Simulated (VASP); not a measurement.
Write the native input for VASP 6.6.1 that does the following.

```yaml
Task: single point
Functional: PBE
Potentials_or_basis: VASP PAW PBE potentials, release 64 (Si, Ni)
Cutoff: 520 eV
k_mesh: 12 × 12 × 6
Occupations: gaussian, width 0.1 eV
Spin: collinear spin, antiferromagnetic start
Starting_moments: "[0.0, 0.0, 0.0, 0.0, 0.0, 0.0, 1.0, -1.0] μB"
Dipole_correction: no
Further_INCAR_settings: ALGO = Normal; EDIFF = 1e-07; NBANDS = 36
```

The structure of Si3Ni lies in POSCAR:

```
Si3Ni
1.0
    0.0000000000      2.9868708657      2.9868708657
    2.9868708657      0.0000000000      2.9868708657
    5.9737417313      5.9737417313      0.0000000000
Si Ni
6 2
Direct
    0.2500000000      0.2500000000      0.1250000000
    0.7500000000      0.7500000000      0.3750000000
    0.5000000000      0.5000000000      0.2500000000
    0.2500000000      0.2500000000      0.6250000000
    0.7500000000      0.7500000000      0.8750000000
    0.5000000000      0.5000000000      0.7500000000
    0.0000000000      1.0000000000      1.0000000000
    0.0000000000      1.0000000000      0.5000000000
```

These files were run (other wordings do the same):

INCAR

```
SYSTEM = Si3Ni
ALGO = Normal
EDIFF = 1E-7
ENCUT = 520
GGA = PE
ISIF = 2
ISMEAR = 0
ISPIN = 2
LASPH = .TRUE.
LCHARG = .FALSE.
LMAXMIX = 4
LORBIT = 11
LREAL = .FALSE.
LWAVE = .FALSE.
MAGMOM = 0 0 0 0 0 0 1 -1
NBANDS = 36
NELM = 150
PREC = Accurate
SIGMA = 0.1
```

KPOINTS

```
k-points
0
G
  12 12 6
  0 0 0
```

Potentials or basis: VASP PAW PBE potentials, release 64 (Si, Ni).

Run with:

```console
$ cat potpaw_PBE.64/Si/POTCAR potpaw_PBE.64/Ni/POTCAR > POTCAR
$ mpirun -np 1 vasp_std > vasp.out
```

Results of the run:

| Quantity | Value |
| --- | --- |
| Pressure | 0.0 GPa |
| Band gap on the k mesh | zero (filled and empty bands overlap) |
| Net moment | 0.00 μB per cell |
| Valence electrons inside the program's atomic spheres | Si 1.55, 1.57 (each value once); Ni 9.28 |

Caveat: the moments typed at the start vanished in this run.

Run time: 33 min on 1 thread of Oxide Virtual Turin-like Processor (shared host), peak memory 0.6 GiB.
